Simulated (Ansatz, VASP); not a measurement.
**Pb: VASP beside Ansatz**

INCAR

```
SYSTEM = Pb
PREC = Accurate ; ENCUT = 520
EDIFF = 1E-7 ; ISMEAR = -1
SIGMA = 0.05 ; LREAL = .FALSE.
LASPH = .TRUE. ; NELM = 80
ALGO = Normal ; ISIF = 2
LWAVE = .FALSE. ; LCHARG = .TRUE.
GGA = CA ; LELF = .TRUE.
LVHAR = .TRUE. ; NBANDS = 21
```

Contents of KPOINTS:

```
regular mesh
0
G
  8 8 8
  0 0 0
```

POSCAR

```
Pb
1.0
    0.0000000000      3.4100995290      3.4100995290
    3.4100995290      0.0000000000      3.4100995290
    3.4100995290      3.4100995290      0.0000000000
Pb
2
Direct
    0.0000000000      0.0000000000      0.0000000000
    0.2500000000      0.2500000000      0.2500000000
```

Input for Ansatz:

```yaml
crystal:
  lattice:
    - [0.0, 3.410099529, 3.410099529]
    - [3.410099529, 0.0, 3.410099529]
    - [3.410099529, 3.410099529, 0.0]
  atoms:
    - { symbol: Pb, position: [0.0, 0.0, 0.0] }
    - { symbol: Pb, position: [0.25, 0.25, 0.25] }
kpoints:
  mp_grid: { grid: [8, 8, 8] }
scf:
  occupations: { method: fermi_dirac, width: 0.05 }
hamiltonian:
  xc: lda
  pseudopotentials: { kind: all_electron, lapw: { basis_error: 0.00025 } }
output:
  forces: true
  stress: true
  eigenvalues: true
```

Change from the starting cell: volume scaled by 0.975.

Alike in both runs: task single point; functional LDA; k mesh 8 × 8 × 8; occupations fermi-dirac, width 0.05 eV; no spin polarisation.

```csv
,VASP,Ansatz
version,VASP 6.6.1,Ansatz 0.2.0
potentials or method,"VASP PAW LDA potentials, release 64 (Pb_d), cutoff 520 eV","all-electron LAPW, scalar-relativistic"
```

```tsv
	VASP	Ansatz	Ansatz less VASP
pressure (GPa)	0.1	0.1	-0.03
```

LDA's correlation is that of Perdew and Zunger in VASP and of Perdew and Wang (1992) in Ansatz. Ansatz ran all-electron here, and VASP with PAW potentials.

Neither program's run includes spin-orbit coupling.
